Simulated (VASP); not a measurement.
# Al (P6_3/mmc) in VASP: a series of runs, part 2 of 2

VASP 6.6.1. Earlier steps stand in the parts before.

**4. Single point, PBEsol+D3(BJ) (15.61 Å³/atom)**

Input file INCAR:

```
SYSTEM = Al
PREC = Accurate
ENCUT = 520
EDIFF = 1E-7
ISMEAR = 0
SIGMA = 0.15
LREAL = .False.
LASPH = .True.
NELM = 80
ALGO = Fast
ISIF = 2
LWAVE = .False.
LCHARG = .True.
GGA = PS
IVDW = 12
LELF = .True.
LVHAR = .True.
NBANDS = 14
```

Input file KPOINTS:

```
regular mesh
0
Gamma
  18 18 6
  0 0 0
```

Input file POSCAR:

```
Al
1.0
    2.7821287574      0.0000000000      0.0000000000
   -1.3910643787      2.4093941805      0.0000000000
    0.0000000000      0.0000000000      9.3156799313
Al
4
Direct
    0.0000000000      0.0000000000      0.0000000000
    0.3333333333      0.6666666667      0.2500000000
    0.0000000000      0.0000000000      0.5000000000
    0.6666666667      0.3333333333      0.7500000000
```

Potentials or basis: VASP PAW PBE potentials, release 64 (Al).

Started as:

```bash
$ cat potpaw_PBE.64/Al/POTCAR > POTCAR
$ mpirun -np 1 vasp_std > vasp.out
```

OUTCAR:

```text
SYSTEM = Al
   PREC = Accurate
   ENCUT = 520
   EDIFF = 1E-7
   ISMEAR = 0
   LREAL = .False.
   LASPH = .True.
   NELM = 80
   ISIF = 2
   GGA = PS
   IVDW = 12
 IVDW          = 12

 ion  position               nearest neighbor table
   1  0.000  0.000  0.000-   2 2.83   4 2.83   2 2.83   4 2.83   4 2.83   2 2.83
   2  0.333  0.667  0.250-   1 2.83   3 2.83   1 2.83   3 2.83   1 2.83   3 2.83
   3  0.000  0.000  0.500-   2 2.83   4 2.83   2 2.83   4 2.83   4 2.83   2 2.83
   4  0.667  0.333  0.750-   1 2.83   3 2.83   1 2.83   3 2.83   1 2.83   3 2.83

  LATTYP: Found a hexagonal cell.
 ALAT       =     2.7821287574
 C/A-ratio  =     3.3484000000

  Lattice vectors:

 A1 = (   2.7821287574,   0.0000000000,   0.0000000000)
 A2 = (  -1.3910643787,   2.4093941805,   0.0000000000)
 A3 = (   0.0000000000,   0.0000000000,   9.3156799313)

Analysis of symmetry for initial positions (statically):
=====================================================================
 Subroutine PRICEL returns:
 Original cell was already a primitive cell.

 Routine SETGRP: Setting up the symmetry group for a
 hexagonal supercell.

 Subroutine GETGRP returns: Found 24 space group operations
[... 194 lines left out ...]
     13      21.0056      0.00000
     14      21.0931      0.00000
[... 377 lines left out ...]
      1       2.1825      2.00000
      2       3.7822      2.00000
      3       3.7876      2.00000
      4       4.8518      2.00000
      5       6.5238      2.00000
      6       6.5276      2.00000
      7       8.5125      1.09708
      8       8.9071      0.00032
      9      10.9212      0.00000
     10      11.1278      0.00000
     11      12.3149      0.00000
     12      13.1060      0.00000
     13      13.4325      0.00000
     14      16.5056      0.00000

 [... further k-points ...]

------------------------ aborting loop because EDIFF is reached ----------------------------------------

 Edisp (eV)   -1.34338

 E8    (eV) :    -0.9047

  FORCE on cell =-STRESS in cart. coord.  units (eV):
  Direction    XX          YY          ZZ          XY          YZ          ZX
  --------------------------------------------------------------------------------------
  -------------------------------------------------------------------------------------
  Total       0.39308     0.39308    -0.60667     0.00000    -0.00000     0.00000
  in kB      10.08528    10.08528   -15.56564     0.00000    -0.00000     0.00000
  external pressure =        1.53 kB  Pullay stress =        0.00 kB

 VOLUME and BASIS-vectors are now :
 -----------------------------------------------------------------------------
  energy-cutoff  :      520.00
  volume of cell :       62.45
      direct lattice vectors                 reciprocal lattice vectors
     2.782128757  0.000000000  0.000000000     0.359436995  0.207521046  0.000000000
    -1.391064379  2.409394181  0.000000000     0.000000000  0.415042092  0.000000000
     0.000000000  0.000000000  9.315679931     0.000000000  0.000000000  0.107345895

 POSITION                                       TOTAL-FORCE (eV/Angst)
 -----------------------------------------------------------------------------------
      0.00000      0.00000      0.00000         0.000000     -0.000000      0.000000
     -0.00000      1.60626      2.32892        -0.000000      0.000000      0.000000
      0.00000      0.00000      4.65784         0.000000     -0.000000      0.000000
      1.39106      0.80313      6.98676        -0.000000      0.000000     -0.000000
 -----------------------------------------------------------------------------------
    total drift:                               -0.000000     -0.000000      0.000000

  FREE ENERGIE OF THE ION-ELECTRON SYSTEM (eV)
  ---------------------------------------------------
  free  energy   TOTEN  =       -17.6357744181 eV

  energy  without entropy=      -17.6170647621  energy(sigma->0) =      -17.62641959
```

OSZICAR:

```text
N       E                     dE             d eps       ncg     rms          rms(c)
DAV:   1     0.506748603199E+01    0.50675E+01   -0.41755E+03  4152   0.661E+02
DAV:   2    -0.157375192868E+02   -0.20805E+02   -0.19385E+02  5376   0.903E+01
DAV:   3    -0.164076167186E+02   -0.67010E+00   -0.66048E+00  5574   0.131E+01
DAV:   4    -0.164124102966E+02   -0.47936E-02   -0.47759E-02  4894   0.134E+00
DAV:   5    -0.164124611215E+02   -0.50825E-04   -0.50824E-04  5606   0.146E-01    0.298E+00
RMM:   6    -0.163406151852E+02    0.71846E-01   -0.69463E-03  4159   0.425E-01    0.171E+00
RMM:   7    -0.162928628889E+02    0.47752E-01   -0.17244E-02  4293   0.662E-01    0.209E-01
RMM:   8    -0.162923840210E+02    0.47887E-03   -0.10702E-03  4458   0.205E-01    0.331E-02
RMM:   9    -0.162923961460E+02   -0.12125E-04   -0.19991E-04  4844   0.979E-02    0.425E-02
RMM:  10    -0.162923984490E+02   -0.23029E-05   -0.27982E-05  4900   0.342E-02    0.162E-02
RMM:  11    -0.162923923884E+02    0.60605E-05   -0.70822E-06  4791   0.157E-02    0.163E-02
RMM:  12    -0.162923933112E+02   -0.92280E-06   -0.21932E-06  4750   0.897E-03    0.212E-02
RMM:  13    -0.162923926246E+02    0.68666E-06   -0.57915E-07  4583   0.461E-03    0.357E-03
RMM:  14    -0.162923926685E+02   -0.43989E-07   -0.92076E-08  3019   0.208E-03
   1 F= -.17635774E+02 E0= -.17626420E+02  d E =-.187097E-01
```

Run time: 3.6 min. Hardware: 1 thread of Intel Xeon 8259CL, shared host; peak memory 0.26 GiB.

What came out:

| Quantity | Value |
| --- | --- |
| Free energy | -17.6358 eV |
| Pressure | 0.2 GPa |
| Band gap on the k mesh | zero (bands 6 and 7 overlap by 5.22 eV) |
| Dispersion energy per atom | -0.336 eV |

Caveat: the PAW data sets were made with another functional, which shifts forces and pressure a little.

**5. Single point, PBEsol+D3(BJ) (15.61 Å³/atom)**

Input file INCAR:

```
SYSTEM = Al
PREC     = Accurate       ! precision mode
ENCUT    = 520            ! plane-wave cutoff, eV
EDIFF    = 1E-7           ! SCF threshold, eV
ISMEAR   = 0              ! smearing method
SIGMA    = 0.15           ! smearing width, eV
LREAL    = .FALSE.        ! projectors in reciprocal space
LASPH    = .TRUE.         ! aspherical terms in the spheres
NELM     = 60             ! most SCF steps
ALGO     = Normal         ! electronic algorithm
ISIF     = 2              ! what is computed and relaxed
LWAVE    = .FALSE.        ! write WAVECAR
LCHARG   = .TRUE.         ! write CHGCAR
GGA      = PS             ! functional
IVDW     = 12             ! dispersion correction
LELF     = .TRUE.         ! ELF
LVHAR    = .TRUE.       
NBANDS   = 14             ! bands
```

Input file KPOINTS:

```
regular mesh
0
G
  18 18 6
  0 0 0
```

Input file POSCAR:

```
Al
1.0
    2.8195620059      0.0000000000      0.0000000000
   -1.4097810029      2.4418123246      0.0000000000
    0.0000000000      0.0000000000      9.0699670604
Al
4
Direct
    0.0000000000      0.0000000000      0.0000000000
    0.3333333333      0.6666666667      0.2500000000
    0.0000000000      0.0000000000      0.5000000000
    0.6666666667      0.3333333333      0.7500000000
```

Started as:

```bash
$ cat potpaw_PBE.64/Al/POTCAR > POTCAR
$ mpirun -np 1 vasp_std > vasp.out
```

Wall time 2.9 min (1 thread of Intel Xeon 8259CL, shared host); peak memory 0.25 GiB.

It converged, with:

```yaml
Free_energy: -17.6367 eV
Pressure: 0.1 GPa
Band_gap_on_the_k_mesh: zero (bands 6 and 7 overlap by 5.81 eV)
Dispersion_energy_per_atom: -0.336 eV
```

Stress tensor (GPa, compression positive):
```
-0.66  0.00  0.00
 0.00 -0.66  0.00
 0.00  0.00  1.56
```

Levels at points of the mesh, in eV from the Fermi level:
| k point | band 2 | band 3 | band 4 | band 5 | band 6 | band 7 | band 8 | band 9 | band 10 | band 11 |
| --- | --- | --- | --- | --- | --- | --- | --- | --- | --- | --- |
| (0.00, 0.00, 0.00) | -9.73 | -9.72 | -4.72 | -4.25 | 3.84 | 3.86 | 10.85 | 10.85 | 11.00 | 11.00 |
| (0.50, 0.00, 0.00) | -5.41 | -4.09 | -4.03 | -3.42 | -3.34 | 0.83 | 1.27 | 1.57 | 1.88 | 5.67 |
| (0.00, 0.00, 0.50) | -11.06 | -7.52 | -7.52 | -0.67 | -0.67 | 8.93 | 8.93 | 11.19 | 11.19 | 11.19 |
| (0.50, 0.00, 0.50) | -5.08 | -4.99 | -4.99 | -1.89 | -1.89 | -1.21 | -1.21 | 4.88 | 4.88 | 4.94 |

Caveat: the PAW data sets were made with another functional, which shifts forces and pressure a little.

**6. The runs side by side**

```tsv
cell	gap on the mesh (eV)	pressure (GPa)
a = 2.857, b = 2.857, c = 8.831 Å, angles 90.0, 90.0, 120.0°, 4 atoms	none	0.4
a = 2.745, b = 2.745, c = 9.568 Å, angles 90.0, 90.0, 120.0°, 4 atoms	none	0.6
a = 2.782, b = 2.782, c = 9.316 Å, angles 90.0, 90.0, 120.0°, 4 atoms	none	0.2
a = 2.820, b = 2.820, c = 9.070 Å, angles 90.0, 90.0, 120.0°, 4 atoms	none	0.1
```

Alike in all rows: task single point; level PBEsol+D3(BJ); potentials or basis VASP PAW PBE potentials, release 64 (Al); no spin polarisation; k mesh 18 × 18 × 6; cutoff (eV) 520; smearing gaussian 0.15 eV.

Caveats: the PAW data sets were made with another functional, which shifts forces and pressure a little; the stress differs along the axes, from -1 to 4 GPa (at least some runs); the stress differs along the axes, from -3 to 2 GPa (at least some runs).

Total energies depend on the potentials used, so only differences within one code and one set of settings carry meaning.
